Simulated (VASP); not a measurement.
# Ni6H in VASP: single point with PBEsol

Aim: the single point of Ni6H with PBEsol.

All numbers are computed with VASP 6.6.1; they aren't measurements. Logs are shortened: lines on timing, memory, paths and dates and some standing lists are left out, and cuts for length are marked.

## 1. The cell of the first run

The cell holds a slab with vacuum, 7 atoms: a = 2.449 Å, b = 3.463 Å, c = 25.122 Å, α = 90.00°, β = 90.00°, γ = 90.00°.

## 2. Single point, PBEsol, collinear spin, ferromagnetic start

Contents of INCAR:

```
SYSTEM = Ni6H
PREC = Accurate ; ENCUT = 520
EDIFF = 1E-6 ; ISMEAR = 0
SIGMA = 0.1 ; LREAL = .False.
LASPH = .True. ; NELM = 150
ALGO = Normal ; ISIF = 2
LWAVE = .False. ; LCHARG = .False.
ISPIN = 2 ; MAGMOM = 0.88 0.76 0.76 0.76 0.76 0.88 1
LORBIT = 11 ; LMAXMIX = 4
LDIPOL = .True. ; IDIPOL = 3
DIPOL = 0.5 0.5 0.478 ; GGA = PS
NBANDS = 44
```

Contents of KPOINTS:

```
regular mesh
0
Gamma
  12 8 1
  0 0 0
```

Contents of POSCAR:

```
Ni6H
1.0
    2.4488173384      0.0000000000      0.0000000000
    0.0000000000      3.4631506917      0.0000000000
    0.0000000000      0.0000000000     25.1220433459
Ni H
6 1
Direct
    0.5000000000      0.5000000000      0.3383482737
    0.0000000000      0.0000000000      0.3870866925
    0.5000000000      0.5000000000      0.4358251113
    0.0000000000      0.0000000000      0.4838742181
    0.5000000000      0.5000000000      0.5345228593
    0.0000000000      0.0000000000      0.5787994242
    0.0000000000      0.5000000000      0.5853371242
```

Potentials or basis: VASP PAW PBE potentials, release 64 (Ni, H).

The run is started by

```sh
$ cat potpaw_PBE.64/Ni/POTCAR potpaw_PBE.64/H/POTCAR > POTCAR
$ mpirun -np 1 vasp_std > vasp.out
```

OUTCAR:

```text
SYSTEM = Ni6H
   PREC = Accurate
   ENCUT = 520
   EDIFF = 1E-6
   ISMEAR = 0
   LREAL = .False.
   LASPH = .True.
   NELM = 150
   ISIF = 2
   ISPIN = 2
   LORBIT = 11
   GGA = PS

 ion  position               nearest neighbor table
   1  0.500  0.500  0.338-   2 2.45   2 2.45   2 2.45   2 2.45   3 2.45
   2  0.000  0.000  0.387-   4 2.43   3 2.45   1 2.45   1 2.45   3 2.45   1 2.45   3 2.45   1 2.45
                             3 2.45
   3  0.500  0.500  0.436-   4 2.44   4 2.44   4 2.44   4 2.44   2 2.45   2 2.45   2 2.45   2 2.45
                             1 2.45   5 2.48
   4  0.000  0.000  0.484-   6 2.38   2 2.43   3 2.44   3 2.44   3 2.44   3 2.44   5 2.47   5 2.47
                             5 2.47   5 2.47
   5  0.500  0.500  0.535-   7 1.77   7 1.77   6 2.39   6 2.39   6 2.39   6 2.39   4 2.47   4 2.47
                             4 2.47   4 2.47   3 2.48
   6  0.000  0.000  0.579-   7 1.74   7 1.74   4 2.38   5 2.39   5 2.39   5 2.39   5 2.39
   7  0.000  0.500  0.585-   6 1.74   6 1.74   5 1.77   5 1.77

  LATTYP: Found a simple orthorhombic cell.
 ALAT       =     2.4488173384
 B/A-ratio  =     1.4142135624
 C/A-ratio  =    10.2588473840

  Lattice vectors:

 A1 = (   2.4488173384,   0.0000000000,   0.0000000000)
 A2 = (   0.0000000000,   3.4631506917,   0.0000000000)
 A3 = (   0.0000000000,   0.0000000000,  25.1220433459)

Analysis of symmetry for initial positions (statically):
=====================================================================
 Subroutine PRICEL returns:
 Original cell was already a primitive cell.

 Routine SETGRP: Setting up the symmetry group for a
 simple orthorhombic supercell.

 Subroutine GETGRP returns: Found  4 space group operations
 (whereof  4 operations were pure point group operations)
 out of a pool of  8 trial point group operations.

The static configuration has the point symmetry C_2v.

Analysis of symmetry for dynamics (positions and initial velocities):
=====================================================================
 Subroutine PRICEL returns:
 Original cell was already a primitive cell.

 Routine SETGRP: Setting up the symmetry group for a
 simple orthorhombic supercell.

 Subroutine GETGRP returns: Found  4 space group operations
 (whereof  4 operations were pure point group operations)
 out of a pool of  8 trial point group operations.

The dynamic configuration has the point symmetry C_2v.

Analysis of structural, dynamic, and magnetic symmetry:
=====================================================================
 Subroutine PRICEL returns:
 Original cell was already a primitive cell.

 Routine SETGRP: Setting up the symmetry group for a
 simple orthorhombic supercell.

 Subroutine GETGRP returns: Found  4 space group operations
 (whereof  4 operations were pure point group operations)
 out of a pool of  8 trial point group operations.

The overall configuration has the point symmetry C_2v.

 Subroutine INISYM returns: Found  4 space group operations
 (whereof  4 operations are pure point group operations),
 and found     1 'primitive' translations

----------------------------------------------------------------------------------------

                                     Primitive cell

  volume of cell :     213.0506

  direct lattice vectors                    reciprocal lattice vectors
     2.448817338  0.000000000  0.000000000     0.408360389  0.000000000  0.000000000
     0.000000000  3.463150692  0.000000000     0.000000000  0.288754400  0.000000000
     0.000000000  0.000000000 25.122043346     0.000000000  0.000000000  0.039805679

  length of vectors
     2.448817338  3.463150692 25.122043346     0.408360389  0.288754400  0.039805679

  position of ions in fractional coordinates (direct lattice)
     0.500000000  0.500000000  0.338348274
     0.000000000  0.000000000  0.387086692
     0.500000000  0.500000000  0.435825111
     0.000000000  0.000000000  0.483874218
     0.500000000  0.500000000  0.534522859
     0.000000000  0.000000000  0.578799424
     0.000000000  0.500000000  0.585337124

  ion indices of the primitive-cell ions
   primitive index   ion index
                 1           1
                 2           2
                 3           3
                 4           4
                 5           5
                 6           6
[... 64 lines left out ...]
   PREC   = accura    normal or accurate (medium, high low for compatibility)
   ISTART =      0    job   : 0-new  1-cont  2-samecut
   ICHARG =      2    charge: 1-file 2-atom 10-const
   ISPIN  =      2    spin polarized calculation?
   LNONCOLLINEAR =      F non collinear calculations
   LSORBIT =      F    spin-orbit coupling
   LASPH  =      T    aspherical Exc in radial PAW
   ENCUT  =  520.0 eV  38.22 Ry    6.18 a.u.   4.55  6.44 46.71*2*pi/ulx,y,z
   NELM   =    150;   NELMIN=  2; NELMDL= -5     # of ELM steps
   EDIFF  = 0.1E-05   stopping-criterion for ELM
   LREAL  =      F    real-space projection
   EDIFFG = 0.1E-04   stopping-criterion for IOM
   NSW    =      0    number of steps for IOM
   IBRION =     -1    ionic relax: 0-MD 1-quasi-New 2-CG
   NFREE  =      0    steps in history (QN), initial steepest desc. (CG)
   ISIF   =      2    stress and relaxation
   ISYM   =      2    0-nonsym 1-usesym 2-fastsym
   POTIM  = 0.5000    time-step for ionic-motion
   TEBEG  =    0.0;   TEEND  =   0.0 temperature during run
   PSTRESS=    0.0 pullay stress
   NELECT =      61.0000    total number of electrons
   NUPDOWN=      -1.0000    fix difference up-down
   EMIN   =  10.00;   EMAX   =-10.00  energy-range for DOS
   EFERMI =   0.00;   METHOD = LEGACY
   ISMEAR =     0;   SIGMA  =   0.10  broadening in eV -4-tet -1-fermi 0-gaus
   EFERMI_NEDOS =   21; number of points for ismear=-14 and -15
   IALGO  =     38    algorithm
   IMIX   =      4    mixing-type and parameters
     AMIX     =   0.40;   BMIX     =  1.00
     AMIX_MAG =   1.60;   BMIX_MAG =  1.00
  volume/ion in A,a.u.               =      30.44       205.39
  Fermi-wavevector in a.u.,A,eV,Ry     =   1.079006  2.039026 15.840637  1.164254
  Thomas-Fermi vector in A             =   2.214960
   LORBIT       =     11    0 simple, 1 ext, 2 COOP (PROOUT), +10 PAW based schemes
   GGA     = PS    functional components
   LHFCALC =     F    Hartree Fock is set to
   AEXX    =    0.0000 exact exchange contribution
   IVDW    =     0    specifies the selected vdW correction
   LEPSILON=     F    determine dielectric tensor
   LRPA    =     F    only Hartree local field effects (RPA)
 spin polarized calculation
 Gauss-broadening in eV      SIGMA  =   0.10
  energy-cutoff  :      520.00
  volume of cell :      213.05
 maximum number of plane-waves:      5796
   NGX =  9   NGY = 13   NGZ = 93

 dipolmoment           0.000000      0.000000      0.087863 electrons x Angstroem

 number of electron      61.0000008 magnetization       3.3411379

 dipolmoment           0.000000      0.000000     -0.001866 electrons x Angstroem

 Free energy of the ion-electron system (eV)
  ---------------------------------------------------
  ext. energy  EPLUGINS =         0.00000000
  ---------------------------------------------------
  free energy    TOTEN  =       -37.78024182 eV

  energy without entropy =      -37.71961085  energy(sigma->0) =      -37.74992634

 E-fermi :  -0.2062     XC(G=0):  -4.9094

 val. band max:       -0.2109453224   @ k =   0.1667   0.5000   0.0000
 cond. band min:      -0.2061963692   @ k =   0.5000   0.0000   0.0000
 fundamental gap:      0.0047489532
 Fermi energy:        -0.2062403423

 spin component 1

 k-point     1 :       0.0000    0.0000    0.0000
  band No.  band energies     occupation
      1      -9.8437      1.00000
      2      -8.3765      1.00000
      3      -6.2646      1.00000
      4      -4.9291      1.00000
      5      -4.5528      1.00000
      6      -4.4390      1.00000
[... 1069 lines left out ...]
     41       6.8494      0.00000
     42       7.6199      0.00000

 [... further k-points ...]

 spin component 2

 k-point     1 :       0.0000    0.0000    0.0000
  band No.  band energies     occupation
      1      -9.8402      1.00000
      2      -8.3761      1.00000
      3      -6.2172      1.00000
      4      -4.6892      1.00000
      5      -4.2715      1.00000
      6      -3.9170      1.00000
[... 1069 lines left out ...]
     41       6.9068      0.00000
     42       7.6812      0.00000

 [... further k-points ...]

 [bands above 42 left out]

------------------------ aborting loop because EDIFF is reached ----------------------------------------

 vacuum level on the upper side and lower side of the slab       (xc-potential included)        -0.020         0.019

  FORCE on cell =-STRESS in cart. coord.  units (eV):
  Direction    XX          YY          ZZ          XY          YZ          ZX
  --------------------------------------------------------------------------------------
  -------------------------------------------------------------------------------------
  Total       -1.1117067     -1.1650112     -1.0791575      0.0000000      0.0000000      0.0000000
  in kB       -8.3602271     -8.7610859     -8.1154510      0.0000000      0.0000000      0.0000000
  external PRESSURE =      -8.4122547 kB  Pullay stress =       0.0000000 kB

 VOLUME and BASIS-vectors are now :
 -----------------------------------------------------------------------------
  energy-cutoff  :      520.00
  volume of cell :      213.05
      direct lattice vectors                 reciprocal lattice vectors
     2.448817338  0.000000000  0.000000000     0.408360389  0.000000000  0.000000000
     0.000000000  3.463150692  0.000000000     0.000000000  0.288754400  0.000000000
     0.000000000  0.000000000 25.122043346     0.000000000  0.000000000  0.039805679

 POSITION                                       TOTAL-FORCE (eV/Angst)
 -----------------------------------------------------------------------------------
      1.22441      1.73158      8.50000         0.000000      0.000000      0.698511
      0.00000      0.00000      9.72441         0.000000      0.000000     -0.486693
      1.22441      1.73158     10.94882         0.000000      0.000000     -0.228539
      0.00000      0.00000     12.15591         0.000000      0.000000      0.005709
      1.22441      1.73158     13.42831         0.000000      0.000000     -0.006373
      0.00000      0.00000     14.54062         0.000000      0.000000      0.014390
      0.00000      1.73158     14.70486         0.000000      0.000000      0.002996
 -----------------------------------------------------------------------------------
    total drift:                                0.000000      0.000000      0.000589

  FREE ENERGIE OF THE ION-ELECTRON SYSTEM (eV)
  ---------------------------------------------------
  free  energy   TOTEN  =       -37.7802418230 eV

  energy  without entropy=      -37.7196108497  energy(sigma->0) =      -37.74992634

 vacuum level on the upper side and lower side of the slab         4.330         4.370

 total charge

# of ion       s       p       d       tot
------------------------------------------
    1        0.475   0.322   8.334   9.130
    2        0.514   0.513   8.317   9.345
    3        0.518   0.542   8.337   9.397
    4        0.520   0.543   8.341   9.404
    5        0.501   0.597   8.399   9.497
    6        0.489   0.444   8.435   9.367
    7        0.506   0.028   0.000   0.534
--------------------------------------------------
tot          3.523   2.990  50.162  56.675

 magnetization (x)

# of ion       s       p       d       tot
------------------------------------------
    1       -0.003  -0.019   0.754   0.732
    2       -0.008  -0.026   0.658   0.624
    3       -0.007  -0.023   0.634   0.603
    4       -0.005  -0.021   0.650   0.624
    5       -0.006  -0.014   0.366   0.346
    6       -0.002  -0.010   0.467   0.456
    7       -0.002  -0.001   0.000  -0.003
--------------------------------------------------
tot         -0.034  -0.114   3.529   3.382
```

It took 45 min on 1 thread of Oxide Virtual Turin-like, shared host; peak memory 0.64 GiB.

Results:

| Quantity | Value |
| --- | --- |
| Free energy | -37.7802 eV |
| Largest force | 0.699 eV/Å |
| Net moment | 3.34 μB per cell |
| Site moments | Ni +0.73, +0.62, +0.60, +0.35, +0.46 (each value once); H -0.00 μB |
| Valence electrons inside the program's atomic spheres | Ni 9.13, 9.35, 9.40, 9.50, 9.37 (each value once); H 0.53 |

Forces on the atoms (eV/Å):
```
Ni   0.000  0.000  0.699
Ni   0.000  0.000 -0.487
Ni   0.000  0.000 -0.229
Ni   0.000  0.000  0.006
Ni   0.000  0.000 -0.006
Ni   0.000  0.000  0.014
H    0.000  0.000  0.003
```

Levels at points of the mesh, in eV from the Fermi level:
Spin up:
```
           k point  band 28  band 29  band 30  band 31  band 32  band 33  band 34  band 35  band 36  band 37
(0.00, 0.00, 0.00)    -0.86    -0.77    -0.71    -0.56    -0.53    -0.35     0.15     2.27     3.34     3.96
(0.50, 0.00, 0.00)    -0.57    -0.45    -0.40     1.00     1.16     1.41     1.54     2.16     2.30     3.92
(0.00, 0.50, 0.00)    -0.72    -0.67    -0.61    -0.59    -0.55    -0.50    -0.43    -0.38    -0.01     2.05
(0.50, 0.50, 0.00)    -0.54    -0.52    -0.46    -0.45     0.87     1.99     3.24     4.99     6.07     6.09
```
Spin down:
```csv
k point,band 26,band 27,band 28,band 29,band 30,band 31,band 32,band 33,band 34,band 35
"(0.00, 0.00, 0.00)",-0.60,-0.28,-0.22,-0.17,-0.08,0.04,0.18,0.37,0.54,2.50
"(0.50, 0.00, 0.00)",0.00,0.09,0.13,0.27,0.31,1.48,1.48,1.82,1.94,2.33
"(0.00, 0.50, 0.00)",-0.44,-0.14,-0.12,-0.11,-0.03,0.02,0.05,0.16,0.16,0.23
"(0.50, 0.50, 0.00)",-0.03,0.04,0.16,0.20,0.29,0.34,1.02,2.18,3.41,5.15
```

Caveat: the PAW data sets were made with another functional, which shifts forces and pressure a little.
